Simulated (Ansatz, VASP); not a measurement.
**Two plane-wave programs on ZnS**

```
Zn S
1.0
     3.81100    0.00000    0.00000
    -1.90550    3.30042    0.00000
     0.00000    0.00000    6.23400
Zn S
2 2
Direct
  0.33333 0.66667 0.00000
  0.66667 0.33333 0.50000
  0.33333 0.66667 0.38500
  0.66667 0.33333 0.88500
```

Alike in both runs: task relaxation of cell and atoms; functional PBEsol; k mesh 10 × 10 × 6; occupations fermi-dirac, width 0.05 eV; no spin polarisation.

|  | VASP | Ansatz |
| --- | --- | --- |
| version | VASP 6.6.1 | Ansatz 0.2.0 |
| potentials or method | VASP PAW PBE potentials, release 64 (Zn, S) | PAW with Ansatz's default frozen-core files, scalar-relativistic |
| plane-wave cutoff (eV) | 600 | 420 |
| valence electrons in the cell | 36 | 36 |

|  | VASP | Ansatz | Ansatz less VASP |
| --- | --- | --- | --- |
| gap on the k mesh at the Fermi level, each at its own relaxed structure (eV) | 2.15 | 2.15 | +0.003 |
| relaxed volume (Å³/atom) | 19.27 | 19.22 | -0.049 |
| relaxed cell length with the largest relative difference (Å) | 3.785 | 3.782 | -0.0037 |

VASP's potentials were made for PBE, not for PBEsol.
